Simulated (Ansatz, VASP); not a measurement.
## One calculation of Ge15W, two programs

The input INCAR:

```
ALGO     = Normal         # electronic algorithm
EDIFF    = 1E-6           # SCF threshold, eV
ENCUT    = 520            # plane-wave cutoff, eV
GGA      = PS             # functional
ISIF     = 2              # what is computed and relaxed
ISMEAR   = 0              # smearing method
ISPIN    = 2              # spin polarisation
LASPH    = True           # aspherical terms in the spheres
LCHARG   = False          # write CHGCAR
LDAU     = True           # DFT+U
LDAUJ    = 0 0          
LDAUL    = 2 -1           # shell
LDAUPRINT= 1            
LDAUTYPE = 2            
LDAUU    = 4 0            # U, eV
LMAXMIX  = 4              # l up to which the mixer works
LORBIT   = 11             # projections on sites
LREAL    = Auto         
LWAVE    = False          # write WAVECAR
MAGMOM   = 2 0 0 0 0 0 0 0 0 0 0 0 0 0 0 0 # initial moments
NBANDS   = 130            # bands
NELM     = 150            # most SCF steps
PREC     = Accurate       # precision mode
SIGMA    = 0.05           # smearing width, eV
```

KPOINTS

```
k-points
0
Gamma
  3 3 3
```

The input POSCAR:

```
Ge15W
1.0
    0.0000000000      5.6575400000      5.6575400000
    5.6575400000      0.0000000000      5.6575400000
    5.6575400000      5.6575400000      0.0000000000
W Ge
1 15
Direct
    1.0000000000      0.0000000000      0.0000000000
    0.9994882437      0.9994882437      0.5005117563
    0.9994882437      0.5005117563      0.9994882437
    0.9994882437      0.5005117563      0.5005117563
    0.5005117563      0.9994882437      0.9994882437
    0.5005117563      0.9994882437      0.5005117563
    0.5005117563      0.5005117563      0.9994882437
    0.5000000000      0.5000000000      0.5000000000
    0.1262845516      0.1262845516      0.1262845516
    0.1262845516      0.1262845516      0.6211463453
    0.1262845516      0.6211463453      0.1262845516
    0.1253257359      0.6248914214      0.6248914214
    0.6211463453      0.1262845516      0.1262845516
    0.6248914214      0.1253257359      0.6248914214
    0.6248914214      0.6248914214      0.1253257359
    0.6248914214      0.6248914214      0.6248914214
```

Input for Ansatz:

```yaml
crystal:
  lattice:
    - [0.0, 5.65754, 5.65754]
    - [5.65754, 0.0, 5.65754]
    - [5.65754, 5.65754, 0.0]
  atoms:
    - { symbol: W, position: [1.0, 0.0, 0.0], spin: 2.0 }
    - { symbol: Ge, position: [0.9994882437, 0.9994882437, 0.5005117563] }
    - { symbol: Ge, position: [0.9994882437, 0.5005117563, 0.9994882437] }
    - { symbol: Ge, position: [0.9994882437, 0.5005117563, 0.5005117563] }
    - { symbol: Ge, position: [0.5005117563, 0.9994882437, 0.9994882437] }
    - { symbol: Ge, position: [0.5005117563, 0.9994882437, 0.5005117563] }
    - { symbol: Ge, position: [0.5005117563, 0.5005117563, 0.9994882437] }
    - { symbol: Ge, position: [0.5, 0.5, 0.5] }
    - { symbol: Ge, position: [0.1262845516, 0.1262845516, 0.1262845516] }
    - { symbol: Ge, position: [0.1262845516, 0.1262845516, 0.6211463453] }
    - { symbol: Ge, position: [0.1262845516, 0.6211463453, 0.1262845516] }
    - { symbol: Ge, position: [0.1253257359, 0.6248914214, 0.6248914214] }
    - { symbol: Ge, position: [0.6211463453, 0.1262845516, 0.1262845516] }
    - { symbol: Ge, position: [0.6248914214, 0.1253257359, 0.6248914214] }
    - { symbol: Ge, position: [0.6248914214, 0.6248914214, 0.1253257359] }
    - { symbol: Ge, position: [0.6248914214, 0.6248914214, 0.6248914214] }
basis:
  ecutwfc: 420
  ecutrho_ratio: 4
kpoints:
  mp_grid: { grid: [3, 3, 3] }
hamiltonian:
  xc: pbesol
  hubbard: { sites: [{ site: 0, l: d, u_eff: 4.0 }] }
scf:
  occupations: { method: gaussian, width: 0.05 }
  lower_state_search: "off"
  max_iter: 150
output:
  forces: true
  stress: true
  eigenvalues: true
  populations: true
  hubbard: { sites: [{ site: 0, l: d }] }
magnetization:
  spin_polarized: true
```

Alike in both runs: task single point; functional PBEsol; k mesh 3 × 3 × 3; occupations gaussian, width 0.05 eV; collinear spin; Hubbard terms W d U = 4.0 eV.

|  | VASP | Ansatz |
| --- | --- | --- |
| version | VASP 6.6.1 | Ansatz 0.2.0 |
| potentials or method | VASP PAW PBE potentials, release 64 (W_sv, Ge_d), cutoff 520 eV | scalar-relativistic, plane waves, PAW |
| valence electrons in the cell | 224 | 224 |

Ansatz gave:

```
gap on the k mesh at the Fermi level (eV)                     : 0.27
least direct gap on the mesh (eV)                             : 0.47
pressure (GPa)                                                : 1.7
rms of the force components (eV/Å)                            : 0.076
net moment per atom (μB)                                      : 0.13
size of the moment on the site where the two differ most (μB) : 1.50
```

**Question.** Estimate VASP's values.

**Answer.** gap on the k mesh at the Fermi level (eV): 0.37; least direct gap on the mesh (eV): 0.40; pressure (GPa): 1.7; rms of the force components (eV/Å): 0.056; net moment per atom (μB): 0.12; size of the moment on the site where the two differ most (μB): 1.68.

VASP's potentials were made for PBE, not for PBEsol. Site moments also hang on the region over which each program counts them. The programs project onto different local orbitals, so the same U acts differently, and such runs can settle in different states. Atom by atom the forces differ by 0.020 eV/Å (rms over components).

Spin-orbit coupling is off throughout.
